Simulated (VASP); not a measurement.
SnTe: single point with PBEsol

Crystal: SnTe.

```
CELL_PARAMETERS angstrom
0.00000 3.61115 3.61115
3.61115 0.00000 3.61115
3.61115 3.61115 0.00000
ATOMIC_POSITIONS crystal
Sn 0.00000 0.00000 0.00000
Te 0.75000 0.75000 0.75000
```

```
Program                : VASP 6.6.1
Task                   : single point
Functional             : PBEsol
Potentials or basis    : VASP PAW PBE potentials, release 64 (Sn_d, Te)
Cutoff                 : 500 eV
k mesh                 : 6 × 6 × 6
Occupations            : gaussian, width 0.01 eV
Spin                   : no spin polarisation
Dipole correction      : no
Further INCAR settings : ALGO = Normal; EDIFF = 1e-06; NBANDS = 17
```

```yaml
Pressure: -1.4 GPa
Band_gap_on_the_k_mesh: 0.23 eV (least direct gap 0.76 eV)
```

Levels at points of the mesh, in eV from the valence-band top:
| k point | band 8 | band 9 | band 10 | band 11 | band 12 | band 13 |
| --- | --- | --- | --- | --- | --- | --- |
| (0.00, 0.00, 0.00) | -1.76 | -1.76 | -1.76 | 1.16 | 1.16 | 1.16 |
| (0.50, 0.00, 0.00) | -2.30 | -2.30 | -1.90 | 1.96 | 1.96 | 3.54 |
| (0.50, 0.50, 0.00) | -2.96 | -2.96 | -0.53 | 0.23 | 4.04 | 4.04 |

It took 39 s on 1 thread of AMD EPYC 7R43 64-Core Processor (Zen 3), on a shared host, peak memory 0.21 GiB.

Caveat: semilocal functionals underestimate gaps, and a narrow one can read as zero; the PAW data sets were made with another functional, which shifts forces and pressure a little; spin-orbit coupling is left out, which moves the levels of the heavy elements. A k mesh can miss the band edges.
